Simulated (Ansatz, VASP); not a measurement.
# Two plane-wave programs on Ga4SbAs3

```
As Ga Sb
1.0
     4.09417    0.00000    0.00000
     0.00000    8.18664    0.00000
     0.00000    0.00000    5.77327
As Ga Sb
3 4 1
Direct
  0.00000 0.24210 0.00017
  0.50000 0.00000 0.50071
  0.00000 0.75790 0.00017
  0.50000 0.23694 0.75859
  0.00000 0.00000 0.25855
  0.50000 0.76306 0.75859
  0.00000 0.50000 0.22351
  0.50000 0.50000 0.49969
```

Alike in both runs: task single point; functional PBE; k mesh 6 × 4 × 4; occupations fermi-dirac, width 0.02 eV; no spin polarisation.

```csv
,VASP,Ansatz
version,VASP 6.6.1,Ansatz 0.2.0
potentials or method,"VASP PAW PBE potentials, release 64 (As, Ga_d, Sb)","plane waves, PAW"
plane-wave cutoff (eV),520,420
valence electrons in the cell,72,112
```

```csv
,VASP,Ansatz,Ansatz less VASP
pressure (GPa),2.7,2.5,-0.16
rms of the force components (eV/Å),0.015,0.015,0.0000
```

VASP's potentials hold 72 valence electrons a cell and Ansatz's 112, so a difference there can come from the potentials and not from the codes.

Spin-orbit coupling is off throughout.
